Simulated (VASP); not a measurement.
Here is a VASP 6.6.1 calculation.

POSCAR

```
KCl
1.0
    3.9891418156      0.0000000000      0.0000000000
    0.0000000000      3.7711682885      0.0000000000
    0.0000000000      0.0000000000      3.7711682885
K Cl
1 1
Direct
    0.0000000000      0.0000000000      0.0000000000
    0.5000000000      0.5000000000      0.5000000000
```

Contents of INCAR.step1:

```
ALGO = Normal
EDIFF = 1E-4
ENCUT = 520
GGA = PE
ISMEAR = 0
LASPH = True
LCHARG = False
LREAL = False
LWAVE = True
NBANDS = 15
NELM = 100
PREC = Accurate
SIGMA = 0.01
```

INCAR.step2

```
ALGO = Normal
EDIFF = 1E-6
ENCUT = 520
ISIF = 2
ISMEAR = 0
ISTART = 1
LASPH = True
LCHARG = True
LELF = True
LMIXTAU = True
LREAL = False
LVHAR = True
LWAVE = False
METAGGA = R2SCAN
NBANDS = 15
NELM = 100
PREC = Accurate
SIGMA = 0.01
```

The input KPOINTS:

```
k-points
0
Gamma
  8 8 8
```

Potentials or basis: VASP PAW PBE potentials, release 64 (K_sv, Cl).

Launch:

```console
$ cat potpaw_PBE.64/K_sv/POTCAR potpaw_PBE.64/Cl/POTCAR > POTCAR
$ cp INCAR.step1 INCAR
$ mpirun -np 1 vasp_std > vasp.out
$ cp INCAR.step2 INCAR
$ mpirun -np 1 vasp_std > vasp.out
```

(1) What does it give for the pressure?

(2) Predict the band gap on the k mesh.

Results:

(1) -1.2 GPa.

(2) 5.41 eV (least direct gap 5.60 eV).

Caveat: the cell differs from its parent crystal (uniaxial x strain +5.8%); the PAW data sets were made with another functional, which shifts forces and pressure a little.
